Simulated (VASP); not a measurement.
Wanted: the native input for a VASP 6.6.1 run.

* Task: single point
* Functional: PBE
* Potentials or basis: VASP PAW PBE potentials, release 64 (Nb_sv, C)
* Cutoff: 520 eV
* k mesh: 6 × 6 × 6
* Occupations: gaussian, width 0.1 eV
* Spin: no spin polarisation
* Dipole correction: no
* Further INCAR settings: ALGO = Normal; EDIFF = 1e-06; NBANDS = 18

The structure of NbC2 lies in POSCAR:

```
NbC2
1.0
    3.9683591300      0.0000000000      0.0000000000
   -1.9841795700      3.4366998200      0.0000000000
    0.0000000000      0.0000000000      2.8386580700
Nb C
1 2
Direct
    0.0000000000      0.0000000000      0.0000000000
    0.3333333300      0.6666666700      0.5000000000
    0.6666666700      0.3333333300      0.5000000000
```

The cell was built from a structure type or drawn by symmetry, and may not be a known phase.

The input as run:

INCAR

```
PREC = Accurate
ENCUT = 520
EDIFF = 1E-6
ISMEAR = 0
SIGMA = 0.1
LREAL = False
LASPH = True
NELM = 100
ALGO = Normal
ISIF = 2
LWAVE = False
LCHARG = False
GGA = PE
NBANDS = 18
```

KPOINTS

```
Automatic mesh
0
Gamma
  6 6 6
```

Potentials or basis: VASP PAW PBE potentials, release 64 (Nb_sv, C).

Launch:

```sh
$ cat potpaw_PBE.64/Nb_sv/POTCAR potpaw_PBE.64/C/POTCAR > POTCAR
$ mpirun -np 1 vasp_std > vasp.out
```

It gave:

```json
{
  "Pressure": "-37.2 GPa",
  "Band gap on the k mesh": "zero (an odd number of electrons rules out a gap without spin polarisation)"
}
```

Caveat: the k points lie up to 0.37 Å⁻¹ apart, too coarse for converged energies and pressures of a metal.

Wall time 36 s on 1 thread of Intel Xeon 8259CL, on a shared host, peak memory 0.16 GiB.
